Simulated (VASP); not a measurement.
# Si in VASP: single point with LDA

Aim: the single point of Si with LDA.

All numbers are computed with VASP 6.6.1; they aren't measurements. Logs are shortened: lines on timing, memory, paths and dates and some standing lists are left out, and cuts for length are marked.

### Step 1. The cell of the first run

The cell holds a slab with vacuum, 6 atoms: a = 3.820 Å, b = 5.402 Å, c = 19.820 Å, α = 90.00°, β = 90.00°, γ = 90.00°.

### Step 2. Single point, LDA

INCAR reads:

```
  ALGO = Normal
  EDIFF = 1E-7
  ENCUT = 520
  GGA = CA
  ISIF = 2
  ISMEAR = -1
  LASPH = T
  LCHARG = T
  LELF = T
  LREAL = F
  LVHAR = T
  LWAVE = F
  NBANDS = 21
  NELM = 100
  PREC = Accurate
  SIGMA = 0.02
```

KPOINTS reads:

```
k-points
0
Gamma
  7 5 1
```

POSCAR reads:

```
Si
1.0
    3.8197434381      0.0000000000      0.0000000000
    0.0000000000      5.4019329750      0.0000000000
    0.0000000000      0.0000000000     19.8197000000
Si
6
Direct
    0.7500000000      0.1162719829      0.4076206252
    0.2500000000      0.8837280171      0.4076206252
    0.2500000000      0.6226187183      0.5000000013
    0.7500000000      0.3773812817      0.5000000013
    0.7500000000      0.1162719803      0.5923793735
    0.2500000000      0.8837280197      0.5923793735
```

Potentials or basis: VASP PAW LDA potentials, release 64 (Si).

Command:

```
> cat potpaw_LDA.64/Si/POTCAR > POTCAR
> mpirun -np 1 vasp_std > vasp.out
```

OUTCAR:

```text
EDIFF = 1E-7
   ENCUT = 520
   GGA = CA
   ISIF = 2
   ISMEAR = -1
   LASPH = T
   LREAL = F
   NELM = 100
   PREC = Accurate

 ion  position               nearest neighbor table
   1  0.750  0.116  0.408-   2 2.29   2 2.29   4 2.31
   2  0.250  0.884  0.408-   1 2.29   1 2.29   3 2.31
   3  0.250  0.623  0.500-   6 2.31   2 2.31   4 2.32   4 2.32
   4  0.750  0.377  0.500-   5 2.31   1 2.31   3 2.32   3 2.32
   5  0.750  0.116  0.592-   6 2.29   6 2.29   4 2.31
   6  0.250  0.884  0.592-   5 2.29   5 2.29   3 2.31

  LATTYP: Found a simple orthorhombic cell.
 ALAT       =     3.8197434381
 B/A-ratio  =     1.4142135624
 C/A-ratio  =     5.1887516325

  Lattice vectors:

 A1 = (   3.8197434381,   0.0000000000,   0.0000000000)
 A2 = (   0.0000000000,   5.4019329750,   0.0000000000)
 A3 = (   0.0000000000,   0.0000000000,  19.8197000000)

Analysis of symmetry for initial positions (statically):
=====================================================================
 Subroutine PRICEL returns:
 Original cell was already a primitive cell.

 Routine SETGRP: Setting up the symmetry group for a
 simple orthorhombic supercell.

 Subroutine GETGRP returns: Found  8 space group operations
 (whereof  4 operations were pure point group operations)
 out of a pool of  8 trial point group operations.

The static configuration has the point symmetry C_2h.
 The point group associated with its full space group is D_2h.

Analysis of symmetry for dynamics (positions and initial velocities):
=====================================================================
 Subroutine PRICEL returns:
 Original cell was already a primitive cell.

 Routine SETGRP: Setting up the symmetry group for a
 simple orthorhombic supercell.

 Subroutine GETGRP returns: Found  8 space group operations
 (whereof  4 operations were pure point group operations)
 out of a pool of  8 trial point group operations.

The dynamic configuration has the point symmetry C_2h.
 The point group associated with its full space group is D_2h.

 Subroutine INISYM returns: Found  8 space group operations
 (whereof  4 operations are pure point group operations),
 and found     1 'primitive' translations

----------------------------------------------------------------------------------------

                                     Primitive cell

  volume of cell :     408.9597

  direct lattice vectors                    reciprocal lattice vectors
     3.819743438  0.000000000  0.000000000     0.261797688  0.000000000  0.000000000
     0.000000000  5.401932975  0.000000000     0.000000000  0.185118920  0.000000000
     0.000000000  0.000000000 19.819700000     0.000000000  0.000000000  0.050454850

  length of vectors
     3.819743438  5.401932975 19.819700000     0.261797688  0.185118920  0.050454850

  position of ions in fractional coordinates (direct lattice)
     0.750000000  0.116271983  0.407620625
     0.250000000  0.883728017  0.407620625
     0.250000000  0.622618718  0.500000001
     0.750000000  0.377381282  0.500000001
     0.750000000  0.116271980  0.592379374
     0.250000000  0.883728020  0.592379374

  ion indices of the primitive-cell ions
   primitive index   ion index
                 1           1
                 2           2
                 3           3
                 4           4
                 5           5
                 6           6

----------------------------------------------------------------------------------------

 KPOINTS: k-points

Automatic generation of k-mesh.
 Grid dimensions read from file:
 generate k-points for:    7    5    1

 Generating k-lattice:

  Cartesian coordinates                     Fractional coordinates (reciprocal lattice)
     0.037399670  0.000000000  0.000000000     0.142857143  0.000000000  0.000000000
     0.000000000  0.037023784  0.000000000     0.000000000  0.200000000  0.000000000
     0.000000000  0.000000000  0.050454850     0.000000000  0.000000000  1.000000000

  Length of vectors
     0.037399670  0.037023784  0.050454850

  Shift w.r.t. Gamma in fractional coordinates (k-lattice)
     0.000000000  0.000000000  0.000000000

 Subroutine IBZKPT returns following result:
 ===========================================

 Found     12 irreducible k-points:

 Following reciprocal coordinates:
            Coordinates               Weight
  0.000000  0.000000  0.000000      1.000000
  0.142857  0.000000  0.000000      2.000000
  0.285714  0.000000  0.000000      2.000000
  0.428571  0.000000  0.000000      2.000000
  0.000000  0.200000  0.000000      2.000000
  0.142857  0.200000  0.000000      4.000000
  0.285714  0.200000  0.000000      4.000000
  0.428571  0.200000  0.000000      4.000000
  0.000000  0.400000  0.000000      2.000000
  0.142857  0.400000  0.000000      4.000000
  0.285714  0.400000  0.000000      4.000000
  0.428571  0.400000  0.000000      4.000000
   k-points           NKPTS =     12   k-points in BZ     NKDIM =     12   number of bands    NBANDS=     21
   number of dos      NEDOS =    301   number of ions     NIONS =      6
   total plane-waves  NPLWV = 168000
   dimension x,y,z NGX =    28 NGY =   40 NGZ =  150
   dimension x,y,z NGXF=    56 NGYF=   80 NGZF=  300
   ions per type =               6
   NGX,Y,Z   is equivalent  to a cutoff of  12.19, 12.31, 12.58 a.u.
   NGXF,Y,Z  is equivalent  to a cutoff of  24.37, 24.62, 25.16 a.u.
 SYSTEM =  unknown system
   PREC   = accura    normal or accurate (medium, high low for compatibility)
   ISTART =      0    job   : 0-new  1-cont  2-samecut
   ICHARG =      2    charge: 1-file 2-atom 10-const
   ISPIN  =      1    spin polarized calculation?
   LNONCOLLINEAR =      F non collinear calculations
   LSORBIT =      F    spin-orbit coupling
   LASPH  =      T    aspherical Exc in radial PAW
   ENCUT  =  520.0 eV  38.22 Ry    6.18 a.u.   7.10 10.04 36.85*2*pi/ulx,y,z
   NELM   =    100;   NELMIN=  2; NELMDL= -5     # of ELM steps
   EDIFF  = 0.1E-06   stopping-criterion for ELM
   LREAL  =      F    real-space projection
   EDIFFG = 0.1E-05   stopping-criterion for IOM
   NSW    =      0    number of steps for IOM
   IBRION =     -1    ionic relax: 0-MD 1-quasi-New 2-CG
   NFREE  =      0    steps in history (QN), initial steepest desc. (CG)
   ISIF   =      2    stress and relaxation
   ISYM   =      2    0-nonsym 1-usesym 2-fastsym
   POTIM  = 0.5000    time-step for ionic-motion
   TEBEG  =    0.0;   TEEND  =   0.0 temperature during run
   PSTRESS=    0.0 pullay stress
   NELECT =      24.0000    total number of electrons
   NUPDOWN=      -1.0000    fix difference up-down
   EMIN   =  10.00;   EMAX   =-10.00  energy-range for DOS
   EFERMI =   0.00;   METHOD = LEGACY
   ISMEAR =    -1;   SIGMA  =   0.02  broadening in eV -4-tet -1-fermi 0-gaus
   EFERMI_NEDOS =   21; number of points for ismear=-14 and -15
   IALGO  =     38    algorithm
   IMIX   =      4    mixing-type and parameters
     AMIX     =   0.40;   BMIX     =  1.00
     AMIX_MAG =   1.60;   BMIX_MAG =  1.00
  volume/ion in A,a.u.               =      68.16       459.97
  Fermi-wavevector in a.u.,A,eV,Ry     =   0.636187  1.202220  5.506747  0.404734
  Thomas-Fermi vector in A             =   1.700773
   LORBIT       =      0    0 simple, 1 ext, 2 COOP (PROOUT), +10 PAW based schemes
   GGA     = CA    functional components
   LHFCALC =     F    Hartree Fock is set to
   AEXX    =    0.0000 exact exchange contribution
   IVDW    =     0    specifies the selected vdW correction
   LEPSILON=     F    determine dielectric tensor
   LRPA    =     F    only Hartree local field effects (RPA)
 non-spin polarized calculation
  energy-cutoff  :      520.00
  volume of cell :      408.96
 maximum number of plane-waves:     11046
   NGX = 15   NGY = 21   NGZ = 73

 number of electron      24.0000000 magnetization

 Free energy of the ion-electron system (eV)
  ---------------------------------------------------
  ext. energy  EPLUGINS =         0.00000000
  ---------------------------------------------------
  free energy    TOTEN  =       -31.24663415 eV

  energy without entropy =      -31.23894741  energy(sigma->0) =      -31.24279078

 E-fermi :  -1.9001     XC(G=0):  -3.6501

 val. band max:       -1.9291524400   @ k =   0.1429   0.0000   0.0000
 cond. band min:      -1.8869644519   @ k =   0.2857   0.4000   0.0000
 fundamental gap:      0.0421879880
 Fermi energy:        -1.9001149953

 k-point     1 :       0.0000    0.0000    0.0000
  band No.  band energies     occupation
      1     -13.3492      2.00000
      2     -11.5459      2.00000
      3     -10.0437      2.00000
      4      -8.9465      2.00000
      5      -6.3290      2.00000
      6      -5.1801      2.00000
[... 13 lines left out ...]
     20       2.5566      0.00000
     21       2.7426      0.00000

 k-point     2 :       0.1429    0.0000    0.0000
  band No.  band energies     occupation
      1     -13.1671      2.00000
      2     -11.3577      2.00000
      3      -9.8503      2.00000
      4      -9.0522      2.00000
      5      -6.4924      2.00000
      6      -5.2210      2.00000
[... 13 lines left out ...]
     20       2.4369      0.00000
     21       2.8959      0.00000

 k-point     3 :       0.2857    0.0000    0.0000
  band No.  band energies     occupation
      1     -12.6292      2.00000
      2     -10.7986      2.00000
      3      -9.6128      2.00000
      4      -9.2731      2.00000
      5      -7.3556      2.00000
      6      -5.9377      2.00000
[... 13 lines left out ...]
     20       3.3023      0.00000
     21       3.4731      0.00000
[... 169 lines left out ...]
 k-point    11 :       0.2857    0.4000    0.0000
  band No.  band energies     occupation
      1     -12.0088      2.00000
      2     -11.2798      2.00000
      3     -10.6518      2.00000
      4      -7.8682      2.00000
      5      -7.6622      2.00000
      6      -6.9760      2.00000
[... 13 lines left out ...]
     20       3.4068      0.00000
     21       3.9258      0.00000

 k-point    12 :       0.4286    0.4000    0.0000
  band No.  band energies     occupation
      1     -11.2841      2.00000
      2     -10.8712      2.00000
      3      -9.7575      2.00000
      4      -8.6968      2.00000
      5      -8.6185      2.00000
      6      -8.2506      2.00000
[... 13 lines left out ...]
     20       3.0176      0.00000
     21       3.1867      0.00000

------------------------ aborting loop because EDIFF is reached ----------------------------------------

  FORCE on cell =-STRESS in cart. coord.  units (eV):
  Direction    XX          YY          ZZ          XY          YZ          ZX
  --------------------------------------------------------------------------------------
  -------------------------------------------------------------------------------------
  Total        0.3845102      0.5131414      0.0205498      0.0000000      0.0000000      0.0000000
  in kB        1.5063919      2.0103291      0.0805079      0.0000000      0.0000000      0.0000000
  external PRESSURE =       1.1990763 kB  Pullay stress =       0.0000000 kB

 VOLUME and BASIS-vectors are now :
 -----------------------------------------------------------------------------
  energy-cutoff  :      520.00
  volume of cell :      408.96
      direct lattice vectors                 reciprocal lattice vectors
     3.819743438  0.000000000  0.000000000     0.261797688  0.000000000  0.000000000
     0.000000000  5.401932975  0.000000000     0.000000000  0.185118920  0.000000000
     0.000000000  0.000000000 19.819700000     0.000000000  0.000000000  0.050454850

 POSITION                                       TOTAL-FORCE (eV/Angst)
 -----------------------------------------------------------------------------------
      2.86481      0.62809      8.07892         0.000000     -0.002388     -0.004413
      0.95494      4.77384      8.07892         0.000000      0.002388     -0.004413
      0.95494      3.36334      9.90985         0.000000     -0.001672      0.000000
      2.86481      2.03859      9.90985         0.000000      0.001672      0.000000
      2.86481      0.62809     11.74078         0.000000     -0.002388      0.004413
      0.95494      4.77384     11.74078         0.000000      0.002388      0.004413
 -----------------------------------------------------------------------------------
    total drift:                                0.000000     -0.000000      0.000001

  FREE ENERGIE OF THE ION-ELECTRON SYSTEM (eV)
  ---------------------------------------------------
  free  energy   TOTEN  =       -31.2466341505 eV

  energy  without entropy=      -31.2389474093  energy(sigma->0) =      -31.24279078
```

It took 3 min on 1 thread of Intel Xeon 8259CL, shared host; peak memory 0.34 GiB.

Results:

- Free energy: -31.2466 eV
- Largest force: 0.005 eV/Å
- Band gap on the k mesh: zero (bands 12 and 13 overlap by 0.26 eV)

Forces in eV/Å, atoms in the order of the input:
```
Si   0.000 -0.002 -0.004
Si   0.000  0.002 -0.004
Si   0.000 -0.002  0.000
Si   0.000  0.002  0.000
Si   0.000 -0.002  0.004
Si   0.000  0.002  0.004
```
